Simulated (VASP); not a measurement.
# BeGe6F3 (Im-3m) in VASP: notebook, part 2 of 2

VASP 6.6.1. Earlier steps stand in the parts before.

### 4 Relaxation of cell and atoms, PBE

This run uses another cell than the first one, of 18.28 Å³/atom, 0.578 times its volume.

INCAR

```
PREC = Accurate ; ENCUT = 600
EDIFF = 1E-6 ; ISMEAR = 0
SIGMA = 0.1 ; LREAL = F
LASPH = T ; NELM = 80
ALGO = Normal ; ISIF = 3
LWAVE = F ; LCHARG = F
GGA = PE ; IBRION = 2
NSW = 90 ; EDIFFG = -0.04
```

KPOINTS

```
regular mesh
0
Gamma
  4 4 4
```

POSCAR

```
BeGe6F3
1.0
   -3.5753292800      3.5753292800      3.5753292800
    3.5753292800     -3.5753292800      3.5753292800
    3.5753292800      3.5753292800     -3.5753292800
Be Ge F
1 6 3
Direct
    0.0000000000      0.0000000000      0.0000000000
    0.0000000000      0.7480425500      0.7480425500
    0.0000000000      0.2519574500      0.2519574500
    0.7480425500      0.0000000000      0.7480425500
    0.2519574500      0.0000000000      0.2519574500
    0.7480425500      0.7480425500      0.0000000000
    0.2519574500      0.2519574500      0.0000000000
    0.0000000000      0.5000000000      0.5000000000
    0.5000000000      0.0000000000      0.5000000000
    0.5000000000      0.5000000000      0.0000000000
```

Potentials or basis: VASP PAW PBE potentials, release 64 (Be, Ge_d, F).

The run is started by

```bash
cat potpaw_PBE.64/Be/POTCAR potpaw_PBE.64/Ge_d/POTCAR potpaw_PBE.64/F/POTCAR > POTCAR
mpirun -np 1 vasp_std > vasp.out
```

OUTCAR:

```text
PREC = Accurate
   ENCUT = 600
   EDIFF = 1E-6
   ISMEAR = 0
   LREAL = F
   LASPH = T
   NELM = 80
   ISIF = 3
   GGA = PE
   IBRION = 2
   NSW = 90
   EDIFFG = -0.04

 ion  position               nearest neighbor table
   1  0.000  0.000  0.000-   2 1.80   3 1.80   4 1.80   5 1.80   6 1.80   7 1.80
   2  0.000  0.748  0.748-   8 1.77   1 1.80   4 2.55   6 2.55   5 2.55   7 2.55
   3  0.000  0.252  0.252-   8 1.77   1 1.80   7 2.55   5 2.55   4 2.55   6 2.55
   4  0.748  0.000  0.748-   9 1.77   1 1.80   2 2.55   6 2.55   3 2.55   7 2.55
   5  0.252  0.000  0.252-   9 1.77   1 1.80   7 2.55   3 2.55   2 2.55   6 2.55
   6  0.748  0.748  0.000-  10 1.77   1 1.80   4 2.55   2 2.55   5 2.55   3 2.55
   7  0.252  0.252  0.000-  10 1.77   1 1.80   5 2.55   3 2.55   2 2.55   4 2.55
[... 195 lines left out ...]
  -------------------------------------------------------------------------------------
  Total       49.1901631     49.1901631     49.1901631      0.0000000      0.0000000     -0.0000000
  in kB      431.1026745    431.1026745    431.1026745      0.0000000      0.0000000     -0.0000000
  external PRESSURE =     431.1026745 kB  Pullay stress =       0.0000000 kB
[... 251 lines left out ...]
--------------------------------------- Ionic step        7  -------------------------------------------

 number of electron     106.9999960 magnetization

 Free energy of the ion-electron system (eV)
  ---------------------------------------------------
  ext. energy  EPLUGINS =         0.00000000
  ---------------------------------------------------
  free energy    TOTEN  =       -36.10693047 eV

  energy without entropy =      -36.09606655  energy(sigma->0) =      -36.10149851

 E-fermi :   0.6472     XC(G=0):  -7.0992

 val. band max:        0.5256026104   @ k =   0.2500   0.0000   0.0000
 cond. band min:       0.7399001919   @ k =   0.2500   0.0000   0.0000
 fundamental gap:      0.2142975815
 Fermi energy:         0.6472342828

 k-point     1 :       0.0000    0.0000    0.0000
  band No.  band energies     occupation
      1     -24.4322      2.00000
      2     -24.3890      2.00000
      3     -24.3890      2.00000
      4     -24.2580      2.00000
      5     -24.2580      2.00000
      6     -24.2580      2.00000
[... 562 lines left out ...]
  FREE ENERGIE OF THE ION-ELECTRON SYSTEM (eV)
  ---------------------------------------------------
  free  energy   TOTEN  =       -36.1069304748 eV

  energy  without entropy=      -36.0960665514  energy(sigma->0) =      -36.10149851

 reached required accuracy - stopping structural energy minimisation
```

CONTCAR:

```text
BeGe6F3
   1.00000000000000
    -4.2501032707827706    4.2501032707827706    4.2501032707827706
     4.2501032707827706   -4.2501032707827706    4.2501032707827706
     4.2501032707827706    4.2501032707827706   -4.2501032707827706
  Be              Ge              F
     1     6     3
Direct
     1.0000000000000000    0.0000000000000000    0.0000000000000000
     0.0000000000000000    0.7467120887070174    0.7467120887070174
     0.0000000000000000    0.2532879112929827    0.2532879112929827
     0.7467120887070174    0.0000000000000000    0.7467120887070174
     0.2532879112929827    0.0000000000000000    0.2532879112929827
     0.7467120887070174    0.7467120887070174    0.0000000000000000
     0.2532879112929827    0.2532879112929827    0.0000000000000000
     0.0000000000000000    0.5000000000000000    0.5000000000000000
     0.5000000000000000    0.0000000000000000    0.5000000000000000
     0.5000000000000000    0.5000000000000000    0.0000000000000000

  0.00000000E+00  0.00000000E+00  0.00000000E+00
  0.00000000E+00  0.00000000E+00  0.00000000E+00
  0.00000000E+00  0.00000000E+00  0.00000000E+00
  0.00000000E+00  0.00000000E+00  0.00000000E+00
  0.00000000E+00  0.00000000E+00  0.00000000E+00
  0.00000000E+00  0.00000000E+00  0.00000000E+00
  0.00000000E+00  0.00000000E+00  0.00000000E+00
  0.00000000E+00  0.00000000E+00  0.00000000E+00
  0.00000000E+00  0.00000000E+00  0.00000000E+00
  0.00000000E+00  0.00000000E+00  0.00000000E+00
```

Wall time 16 min (1 thread of Intel Xeon 6975P-C, shared host); peak memory 0.42 GiB.

What came out:

```
Free energy                            : -36.1069 eV
Relaxed volume                         : 30.71 Å³/atom
Relaxed cell                           : a = 7.361 Å, b = 7.361 Å, c = 7.361 Å, α = 109.47°, β = 109.47°, γ = 109.47°
Space group after relaxing (to 0.05 Å) : Im-3m (No. 229)
Energy gained by relaxing              : 1186.6 meV/atom
Ionic steps                            : 7
Pressure after relaxing                : 0.0 GPa
Largest force after relaxing           : 0.020 eV/Å
```

Forces on the atoms (eV/Å):
```
Be   0.000  0.000  0.000
Ge  -0.020  0.000  0.000
Ge   0.020  0.000  0.000
Ge   0.000 -0.020  0.000
Ge   0.000  0.020  0.000
Ge   0.000  0.000 -0.020
Ge   0.000  0.000  0.020
F    0.000  0.000  0.000
F    0.000  0.000  0.000
F    0.000  0.000  0.000
```

The path:
```
step  energy change (eV)  largest force (eV/Å)  pressure (GPa)  volume (Å³)
   1              0.0000                3.1777           43.11       182.81
   2            -10.1412                2.0909           -3.39       346.29
   3            -10.9608                2.2037            2.88       288.58
   4            -10.9782                2.2298            1.40       298.97
   5            -11.7332                0.5914           -1.56       319.37
   6            -11.7420                0.4346           -1.82       321.94
   7            -11.8658                0.0196           -0.02       307.08
```

Final structure:
```
Be Ge F
1.0
    -4.25010    4.25010    4.25010
     4.25010   -4.25010    4.25010
     4.25010    4.25010   -4.25010
Be Ge F
1 6 3
Direct
  0.00000 0.00000 0.00000
  0.00000 0.74671 0.74671
  0.00000 0.25329 0.25329
  0.74671 0.00000 0.74671
  0.25329 0.00000 0.25329
  0.74671 0.74671 0.00000
  0.25329 0.25329 0.00000
  0.00000 0.50000 0.50000
  0.50000 0.00000 0.50000
  0.50000 0.50000 0.00000
```

Levels at points of the mesh, in eV from the Fermi level:
```tsv
k point	band 51	band 52	band 53	band 54	band 55	band 56
(0.00, 0.00, 0.00)	-1.78	-1.78	0.67	0.67	0.67	1.13
(0.50, 0.00, 0.00)	-1.32	-1.04	-0.93	-0.78	0.56	1.07
(0.50, 0.50, 0.50)	-1.50	-1.50	0.64	0.64	0.64	1.45
```

Caveat: the volume moved by over 15 % at a fixed basis, so the end points are rough; an odd number of electrons without spin polarisation forces a metal; a magnetic or distorted state may lie lower.

### 5 Overview

```csv
task,cell,k mesh,cutoff (eV),gap on the mesh (eV),pressure (GPa),relaxed volume (Å³/atom),largest force (eV/Å)
relaxation of cell and atoms,"relaxed from a = 7.432 Å, angles 109.5°, 10 atoms",6 × 6 × 6,600,none,0.0,31.85,0.01
single point,"a = 7.432 Å, angles 109.5°, 10 atoms",4 × 4 × 4,520,none,0.3,-,0.03
relaxation of cell and atoms,"relaxed from a = 6.193 Å, angles 109.5°, 10 atoms",4 × 4 × 4,600,none,0.0,30.71,0.02
```

Alike in all rows: level PBE; potentials or basis VASP PAW PBE potentials, release 64 (Be, Ge_d, F); no spin polarisation; smearing gaussian 0.1 eV.

Caveats: an odd number of electrons without spin polarisation forces a metal; a magnetic or distorted state may lie lower; the volume moved by over 15 % at a fixed basis, so the end points are rough (some runs).

Total energies depend on the potentials used, so only differences within one code and one set of settings carry meaning.
